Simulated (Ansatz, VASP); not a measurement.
# Cu: VASP beside Ansatz

```
CELL_PARAMETERS angstrom
2.46037 0.00000 0.00000
-1.23018 2.13074 0.00000
0.00000 0.00000 8.03522
ATOMIC_POSITIONS crystal
Cu 0.00000 0.00000 0.00000
Cu 0.00000 0.00000 0.50000
Cu 0.33333 0.66667 0.25000
Cu 0.66667 0.33333 0.75000
```

Alike in both runs: task single point; functional PBE; k mesh 16 × 16 × 5; occupations fermi-dirac, width 0.1 eV; no spin polarisation.

|  | VASP | Ansatz |
| --- | --- | --- |
| version | VASP 6.6.1 | Ansatz 0.2.0 |
| potentials or method | VASP PAW PBE potentials, release 64 (Cu), cutoff 520 eV | plane waves (420 eV) with PAW, scalar-relativistic |
| valence electrons in the cell | 44 | 76 |

```csv
,VASP,Ansatz,Ansatz less VASP
pressure (GPa),25.3,24.7,-0.55
"traceless stress, the component that is largest in VASP (GPa)",0.10,0.14,+0.037
```

VASP's potentials hold 44 valence electrons a cell and Ansatz's 76, so a difference there can come from the potentials and not from the codes.
